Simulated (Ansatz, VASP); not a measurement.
**Sn2Pb3Se5: VASP beside Ansatz**

```xyz
10
Lattice="-2.1766 3.7699 0.0000 -4.3531 0.0000 0.0000 -2.1766 1.2566 17.7830" Properties=species:S:1:pos:R:3 pbc="T T T"
Sn   -2.1766    1.2566    1.7228
Sn   -6.5297    3.7699   16.0602
Pb   -6.5297    3.7699    5.2636
Pb   -2.1766    1.2566   12.5194
Pb   -4.3531    2.5133    8.8915
Se   -4.3531    2.5133    3.4359
Se    0.0000    0.0000    0.0000
Se   -4.3531    2.5133   14.3471
Se   -6.5297    3.7699   10.7068
Se   -2.1766    1.2566    7.0762
```

Alike in both runs: task single point; functional PBE; k mesh 6 × 6 × 6; occupations gaussian, width 0.2 eV; no spin polarisation.

```csv
,VASP,Ansatz
version,VASP 6.6.1,Ansatz 0.2.0
potentials or method,"VASP PAW PBE potentials, release 64 (Sn_d, Pb_d, Se), cutoff 520 eV","scalar-relativistic, plane waves, PAW"
valence electrons in the cell,100,150
```

```csv
,VASP,Ansatz,Ansatz less VASP
gap on the k mesh at the Fermi level (eV),0.03,0.03,-0.002
least direct gap on the mesh (eV),0.04,0.04,-0.002
pressure (GPa),-0.1,-0.1,+0.02
rms of the force components (eV/Å),0.005,0.006,+0.0002
```

Atom by atom the forces differ by 0.000 eV/Å (rms over components). The functional is the same, so the differences come from potentials, cutoffs and numerics. VASP's potentials hold 100 valence electrons a cell and Ansatz's 150, so a difference there can come from the potentials and not from the codes.

Spin-orbit coupling is off throughout.
